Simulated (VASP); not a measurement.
A run of VASP 6.6.1:

File INCAR:

```
PREC = Accurate
ENCUT = 520
EDIFF = 1E-7
ISMEAR = -1
SIGMA = 0.05
LREAL = F
LASPH = T
NELM = 150
ALGO = Normal
ISIF = 2
LWAVE = F
LCHARG = F
ISPIN = 2
MAGMOM = 2 2
LORBIT = 11
LMAXMIX = 4
GGA = RP
NBANDS = 20
```

File KPOINTS:

```
regular mesh
0
Gamma
  12 12 7
```

File POSCAR:

```
Co
1.0
    2.5199972010      0.0000000000      0.0000000000
   -1.2599986005      2.1823815936      0.0000000000
    0.0000000000      0.0000000000      4.0672659542
Co
2
Direct
    0.6666666667      0.3333333333      0.7500000000
    0.3333333333      0.6666666667      0.2500000000
```

Potentials or basis: VASP PAW PBE potentials, release 64 (Co).

Command:

```console
$ cat potpaw_PBE.64/Co/POTCAR > POTCAR
$ mpirun -np 1 vasp_std > vasp.out
```

Hardware: 1 thread of Intel(R) Xeon(R) 6975P-C (Granite Rapids), on a shared host.

Q: Estimate the wall time of this run.

A: Wall time 28 s on 1 thread of Intel(R) Xeon(R) 6975P-C (Granite Rapids) (shared host), peak memory 0.17 GiB. Counts: scf iterations 14, k points 76.
